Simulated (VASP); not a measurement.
# KCl (P1) in VASP: single point with PBEsol

Aim: the single point of KCl with PBEsol.

Everything below comes from runs of VASP 6.6.1. Logs are shortened: lines on timing, memory, paths and dates and some standing lists are left out, and cuts for length are marked.

### Step 1. The cell of the first run

The typed cell holds 4 atoms: a = 4.413 Å, b = 4.413 Å, c = 7.644 Å, α = 73.22°, β = 73.22°, γ = 60.00°.

### Step 2. Single point, PBEsol (mode 4 frozen in at -0.091 Å and mode 9 at -0.045 Å (largest displacements))

Contents of INCAR:

```
PREC = Accurate
ENCUT = 520
EDIFF = 1E-6
ISMEAR = 0
SIGMA = 0.05
LREAL = F
LASPH = T
NELM = 80
ALGO = Normal
ISIF = 2
LWAVE = F
LCHARG = F
GGA = PS
NBANDS = 24
```

Contents of KPOINTS:

```
regular mesh
0
Gamma
  6 6 6
```

Contents of POSCAR:

```
KCl
1.0
    0.0000000000     -3.1207041401     -3.1207041401
   -3.1207041401      0.0000000000     -3.1207041401
    3.1207041401      3.1207041401     -6.2414082803
K Cl
2 2
Direct
    0.4922020379      0.5193831556      0.4967459532
    0.0273222427      0.9741087508     -0.0032540468
    0.7392331991      0.7535889336      0.7535889336
    0.2392331991      0.2535889336      0.2535889336
```

Potentials or basis: VASP PAW PBE potentials, release 64 (K_sv, Cl).

The run is started by

```
$ cat potpaw_PBE.64/K_sv/POTCAR potpaw_PBE.64/Cl/POTCAR > POTCAR
$ mpirun -np 1 vasp_std > vasp.out
```

OUTCAR:

```text
PREC = Accurate
   ENCUT = 520
   EDIFF = 1E-6
   ISMEAR = 0
   LREAL = F
   LASPH = T
   NELM = 80
   ISIF = 2
   GGA = PS

 ion  position               nearest neighbor table
   1  0.492  0.519  0.497-   4 3.05   4 3.09   3 3.11   4 3.14   3 3.15   3 3.19
   2  0.027  0.974  0.997-   3 2.98   4 3.05   3 3.11   4 3.14   3 3.19
   3  0.739  0.754  0.754-   2 2.98   1 3.11   2 3.11   1 3.15   1 3.19   2 3.19
   4  0.239  0.254  0.254-   1 3.05   2 3.05   1 3.09   1 3.14   2 3.14

  LATTYP: Found a trigonal (rhomboedric) cell.
 ALAT       =     7.6441327815
 COS(alpha) =     0.8333333333

  Lattice vectors:

 A1 = (   3.1207041401,   6.2414082802,  -3.1207041402)
 A2 = (   6.2414082802,   3.1207041401,  -3.1207041402)
 A3 = (   3.1207041401,   3.1207041401,  -6.2414082803)

Analysis of symmetry for initial positions (statically):
=====================================================================
 Subroutine PRICEL returns:
 Original cell was already a primitive cell.

 Routine SETGRP: Setting up the symmetry group for a
 trigonal (rhombohedral) supercell.

 Subroutine GETGRP returns: Found  1 space group operations
 (whereof  1 operations were pure point group operations)
 out of a pool of 12 trial point group operations.

The static configuration has the point symmetry C_1 .

Analysis of symmetry for dynamics (positions and initial velocities):
=====================================================================
 Subroutine PRICEL returns:
 Original cell was already a primitive cell.

 Routine SETGRP: Setting up the symmetry group for a
 trigonal (rhombohedral) supercell.

 Subroutine GETGRP returns: Found  1 space group operations
 (whereof  1 operations were pure point group operations)
 out of a pool of 12 trial point group operations.

The dynamic configuration has the point symmetry C_1 .

 Subroutine INISYM returns: Found  1 space group operations
 (whereof  1 operations are pure point group operations),
 and found     1 'primitive' translations

----------------------------------------------------------------------------------------

                                     Primitive cell

  volume of cell :     121.5676

  direct lattice vectors                    reciprocal lattice vectors
     0.000000000 -3.120704140 -3.120704140     0.080110125 -0.240330376 -0.080110125
    -3.120704140  0.000000000 -3.120704140    -0.240330376  0.080110125 -0.080110125
     3.120704140  3.120704140 -6.241408280     0.080110125  0.080110125 -0.080110125

  length of vectors
     4.413342119  4.413342119  7.644132782     0.265695228  0.265695228  0.138754807

  position of ions in fractional coordinates (direct lattice)
     0.492202038  0.519383156  0.496745953
     0.027322243  0.974108751  0.996745953
     0.739233199  0.753588934  0.753588934
     0.239233199  0.253588934  0.253588934

  ion indices of the primitive-cell ions
   primitive index   ion index
                 1           1
                 2           2
                 3           3
                 4           4

----------------------------------------------------------------------------------------

 KPOINTS: regular mesh

Automatic generation of k-mesh.
 Grid dimensions read from file:
 generate k-points for:    6    6    6

 Generating k-lattice:

  Cartesian coordinates                     Fractional coordinates (reciprocal lattice)
     0.013351688 -0.040055063 -0.013351688     0.166666667  0.000000000  0.000000000
    -0.040055063  0.013351688 -0.013351688     0.000000000  0.166666667  0.000000000
     0.013351688  0.013351688 -0.013351688     0.000000000  0.000000000  0.166666667

  Length of vectors
     0.044282538  0.044282538  0.023125801

  Shift w.r.t. Gamma in fractional coordinates (k-lattice)
     0.000000000  0.000000000  0.000000000

 Subroutine IBZKPT returns following result:
 ===========================================

 Found    112 irreducible k-points:

 Following reciprocal coordinates:
            Coordinates               Weight
  0.000000  0.000000  0.000000      1.000000
  0.166667  0.000000  0.000000      2.000000
  0.000000  0.166667  0.000000      2.000000
 -0.166667 -0.166667 -0.166667      2.000000
  0.333333  0.000000  0.000000      2.000000
  0.000000  0.333333  0.000000      2.000000
[... 16 lines left out ...]
 -0.166667  0.500000  0.000000      2.000000
 -0.333333  0.500000  0.500000      2.000000
 [... further k-points ...]
   k-points           NKPTS =    112   k-points in BZ     NKDIM =    112   number of bands    NBANDS=     24
   number of dos      NEDOS =    301   number of ions     NIONS =      4
   total plane-waves  NPLWV =  77760
   dimension x,y,z NGX =    36 NGY =   36 NGZ =   60
   dimension x,y,z NGXF=    72 NGYF=   72 NGZF=  120
   ions per type =               2   2
   NGX,Y,Z   is equivalent  to a cutoff of  13.56, 13.56, 13.05 a.u.
   NGXF,Y,Z  is equivalent  to a cutoff of  27.12, 27.12, 26.10 a.u.
 SYSTEM =  unknown system
   PREC   = accura    normal or accurate (medium, high low for compatibility)
   ISTART =      0    job   : 0-new  1-cont  2-samecut
   ICHARG =      2    charge: 1-file 2-atom 10-const
   ISPIN  =      1    spin polarized calculation?
   LNONCOLLINEAR =      F non collinear calculations
   LSORBIT =      F    spin-orbit coupling
   LASPH  =      T    aspherical Exc in radial PAW
   ENCUT  =  520.0 eV  38.22 Ry    6.18 a.u.   8.21  8.21 14.21*2*pi/ulx,y,z
   NELM   =     80;   NELMIN=  2; NELMDL= -5     # of ELM steps
   EDIFF  = 0.1E-05   stopping-criterion for ELM
   LREAL  =      F    real-space projection
   EDIFFG = 0.1E-04   stopping-criterion for IOM
   NSW    =      0    number of steps for IOM
   IBRION =     -1    ionic relax: 0-MD 1-quasi-New 2-CG
   NFREE  =      0    steps in history (QN), initial steepest desc. (CG)
   ISIF   =      2    stress and relaxation
   ISYM   =      2    0-nonsym 1-usesym 2-fastsym
   POTIM  = 0.5000    time-step for ionic-motion
   TEBEG  =    0.0;   TEEND  =   0.0 temperature during run
   PSTRESS=    0.0 pullay stress
   NELECT =      32.0000    total number of electrons
   NUPDOWN=      -1.0000    fix difference up-down
   EMIN   =  10.00;   EMAX   =-10.00  energy-range for DOS
   EFERMI =   0.00;   METHOD = LEGACY
   ISMEAR =     0;   SIGMA  =   0.05  broadening in eV -4-tet -1-fermi 0-gaus
   EFERMI_NEDOS =   21; number of points for ismear=-14 and -15
   IALGO  =     38    algorithm
   IMIX   =      4    mixing-type and parameters
     AMIX     =   0.40;   BMIX     =  1.00
     AMIX_MAG =   1.60;   BMIX_MAG =  1.00
  volume/ion in A,a.u.               =      30.39       205.09
  Fermi-wavevector in a.u.,A,eV,Ry     =   1.049185  1.982673 14.977157  1.100790
  Thomas-Fermi vector in A             =   2.184138
   LORBIT       =      0    0 simple, 1 ext, 2 COOP (PROOUT), +10 PAW based schemes
   GGA     = PS    functional components
   LHFCALC =     F    Hartree Fock is set to
   AEXX    =    0.0000 exact exchange contribution
   IVDW    =     0    specifies the selected vdW correction
   LEPSILON=     F    determine dielectric tensor
   LRPA    =     F    only Hartree local field effects (RPA)
 non-spin polarized calculation
 Gauss-broadening in eV      SIGMA  =   0.05
  energy-cutoff  :      520.00
  volume of cell :      121.57
 maximum number of plane-waves:      3292
 NGX is ok and might be reduce to    36
   NGX = 17   NGY = 17   NGZ = 29

 number of electron      31.9999997 magnetization

 Free energy of the ion-electron system (eV)
  ---------------------------------------------------
  ext. energy  EPLUGINS =         0.00000000
  ---------------------------------------------------
  free energy    TOTEN  =       -14.02387871 eV

  energy without entropy =      -14.02387871  energy(sigma->0) =      -14.02387871

 E-fermi :  -1.4779     XC(G=0):  -7.8245

 val. band max:       -1.8109829956   @ k =   0.0000   0.0000   0.0000
 cond. band min:       3.2931156752   @ k =   0.0000   0.0000   0.0000
 fundamental gap:      5.1040986708
 Fermi energy:        -1.4778636058

 k-point     1 :       0.0000    0.0000    0.0000
  band No.  band energies     occupation
      1     -28.7892      2.00000
      2     -28.7747      2.00000
      3     -14.1276      2.00000
      4     -13.9334      2.00000
      5     -12.3275      2.00000
      6     -12.3259      2.00000
[... 16 lines left out ...]
     23       7.4006      0.00000
     24       7.4334      0.00000

 k-point     2 :       0.1667    0.0000    0.0000
  band No.  band energies     occupation
      1     -28.7863      2.00000
      2     -28.7734      2.00000
      3     -14.0712      2.00000
      4     -13.9773      2.00000
      5     -12.3689      2.00000
      6     -12.3360      2.00000
[... 16 lines left out ...]
     23       7.6164      0.00000
     24       7.9125      0.00000

 k-point     3 :       0.0000    0.1667    0.0000
  band No.  band energies     occupation
      1     -28.7863      2.00000
      2     -28.7734      2.00000
      3     -14.0710      2.00000
      4     -13.9766      2.00000
      5     -12.3674      2.00000
      6     -12.3355      2.00000
[... 16 lines left out ...]
     23       7.6221      0.00000
     24       7.9227      0.00000

 k-point     4 :      -0.1667   -0.1667   -0.1667
  band No.  band energies     occupation
      1     -28.7863      2.00000
      2     -28.7735      2.00000
      3     -14.0712      2.00000
      4     -13.9767      2.00000
      5     -12.3668      2.00000
      6     -12.3379      2.00000
[... 16 lines left out ...]
     23       7.6384      0.00000
     24       7.9016      0.00000

 k-point     5 :       0.3333    0.0000    0.0000
  band No.  band energies     occupation
      1     -28.7804      2.00000
      2     -28.7712      2.00000
      3     -14.0220      2.00000
      4     -13.9846      2.00000
      5     -12.4345      2.00000
      6     -12.3527      2.00000
[... 451 lines left out ...]
 k-point    22 :      -0.1667    0.3333   -0.1667
  band No.  band energies     occupation
      1     -28.7774      2.00000
      2     -28.7702      2.00000
      3     -13.9977      2.00000
      4     -13.9837      2.00000
      5     -12.4104      2.00000
      6     -12.3881      2.00000
[... 16 lines left out ...]
     23       8.2815      0.00000
     24       8.7764      0.00000

 k-point    23 :      -0.1667    0.5000    0.0000
  band No.  band energies     occupation
      1     -28.7774      2.00000
      2     -28.7702      2.00000
      3     -13.9985      2.00000
      4     -13.9822      2.00000
      5     -12.4094      2.00000
      6     -12.3902      2.00000
[... 16 lines left out ...]
     23       8.3059      0.00000
     24       8.7899      0.00000

 k-point    24 :      -0.3333    0.5000    0.5000
  band No.  band energies     occupation
      1     -28.7773      2.00000
      2     -28.7703      2.00000
      3     -13.9965      2.00000
      4     -13.9847      2.00000
      5     -12.4062      2.00000
      6     -12.3928      2.00000
[... 16 lines left out ...]
     23       8.2405      0.00000
     24       8.8416      0.00000

 [... further k-points ...]
[... 5 lines left out ...]
  --------------------------------------------------------------------------------------
  -------------------------------------------------------------------------------------
  Total        0.1300396      0.2489060      0.0374609      0.0217560      0.0003437     -0.0086360
  in kB        1.7138328      3.2804100      0.4937088      0.2867294      0.0045300     -0.1138163
  external PRESSURE =       1.8293172 kB  Pullay stress =       0.0000000 kB

 VOLUME and BASIS-vectors are now :
 -----------------------------------------------------------------------------
  energy-cutoff  :      520.00
  volume of cell :      121.57
      direct lattice vectors                 reciprocal lattice vectors
     0.000000000 -3.120704140 -3.120704140     0.080110125 -0.240330376 -0.080110125
    -3.120704140  0.000000000 -3.120704140    -0.240330376  0.080110125 -0.080110125
     3.120704140  3.120704140 -6.241408280     0.080110125  0.080110125 -0.080110125

 POSITION                                       TOTAL-FORCE (eV/Angst)
 -----------------------------------------------------------------------------------
     -0.07064      0.01418     -6.25725         0.106130      0.033434      0.023311
      0.07064      3.02528     -9.34627        -0.102833      0.207825     -0.022622
      0.00000      0.04480     -9.36211        -0.001848     -0.156818     -0.002945
      0.00000      0.04480     -3.12070        -0.001449     -0.084441      0.002257
 -----------------------------------------------------------------------------------
    total drift:                                0.000054     -0.000403     -0.000032

  FREE ENERGIE OF THE ION-ELECTRON SYSTEM (eV)
  ---------------------------------------------------
  free  energy   TOTEN  =       -14.0238787088 eV

  energy  without entropy=      -14.0238787088  energy(sigma->0) =      -14.02387871
```

It took 5.3 min on 1 thread of Intel Xeon 6975P-C, shared host; peak memory 0.43 GiB.

What came out:

| Property | Result |
| --- | --- |
| Free energy | -14.0239 eV |
| Pressure | 0.2 GPa |
| Largest force | 0.233 eV/Å |
| Band gap on the k mesh | 5.10 eV, direct |

Forces in eV/Å, atoms in the order of the input:
```
K    0.106  0.033  0.023
K   -0.103  0.208 -0.023
Cl  -0.002 -0.157 -0.003
Cl  -0.001 -0.084  0.002
```

Caveat: the cell differs from its parent crystal (mode 4 frozen in at -0.091 Å and mode 9 at -0.045 Å (largest displacements)); the PAW data sets were made with another functional, which shifts forces and pressure a little.
